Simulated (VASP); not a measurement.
A run of VASP 6.6.1:

INCAR

```
SYSTEM = HfN
PREC = Accurate
ENCUT = 520
EDIFF = 1E-7
ISMEAR = -1
SIGMA = 0.05
LREAL = .FALSE.
LASPH = .TRUE.
NELM = 150
ALGO = Normal
ISIF = 2
LWAVE = .FALSE.
LCHARG = .FALSE.
LMAXMIX = 4
LDAU = .TRUE.
LDAUTYPE = 2
LDAUL = 2 -1
LDAUU = 5 0
LDAUJ = 0 0
LDAUPRINT = 1
GGA = PS
NBANDS = 14
```

File KPOINTS:

```
regular mesh
0
G
  9 9 9
  0 0 0
```

The input POSCAR:

```
HfN
1.0
    0.0000000000      2.4548220000      2.4548220000
    2.4548220000      0.0000000000      2.4548220000
    2.4548220000      2.4548220000      0.0000000000
Hf N
1 1
Direct
    0.0000000000      0.0000000000      0.0000000000
    0.2500000000      0.2500000000      0.2500000000
```

Potentials or basis: VASP PAW PBE potentials, release 64 (Hf_pv, N).

Launch:

```sh
$ cat potpaw_PBE.64/Hf_pv/POTCAR potpaw_PBE.64/N/POTCAR > POTCAR
$ mpirun -np 1 vasp_std > vasp.out
```

Hardware: 1 thread of Intel Xeon 8259CL, on a shared host.

Estimate the wall time of this run.

Run time: 31 s on 1 thread of Intel Xeon 8259CL, on a shared host, peak memory 0.16 GiB. Counts: scf iterations 14, k points 35.
